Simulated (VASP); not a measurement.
A run of VASP 6.6.1 is set up as follows.

The input INCAR:

```
  ALGO = Normal
  EDIFF = 1E-6
  ENCUT = 520
  GGA = PE
  ISIF = 2
  ISMEAR = -1
  LASPH = T
  LCHARG = F
  LREAL = F
  LWAVE = F
  NBANDS = 12
  NELM = 100
  PREC = Accurate
  SIGMA = 0.1
```

The input KPOINTS:

```
k-points
0
Gamma
  16 16 14
```

The input POSCAR:

```
Zr
1.0
    2.5703218619      0.0000000000      0.0000000000
   -1.2851609309      2.2259640283      0.0000000000
    0.0000000000      0.0000000000      2.5030887107
Zr
1
Direct
    0.0000000000      0.0000000000      0.0000000000
```

Potentials or basis: VASP PAW PBE potentials, release 64 (Zr_sv).

Run with:

```console
$ cat potpaw_PBE.64/Zr_sv/POTCAR > POTCAR
$ mpirun -np 1 vasp_std > vasp.out
```

(1) Estimate the band gap on the k mesh.

(2) What does it give for the pressure?

Results:

(1) zero (bands 6 and 7 overlap by 3.07 eV).

(2) 103.1 GPa.

Caveat: the cell stands under pressure.
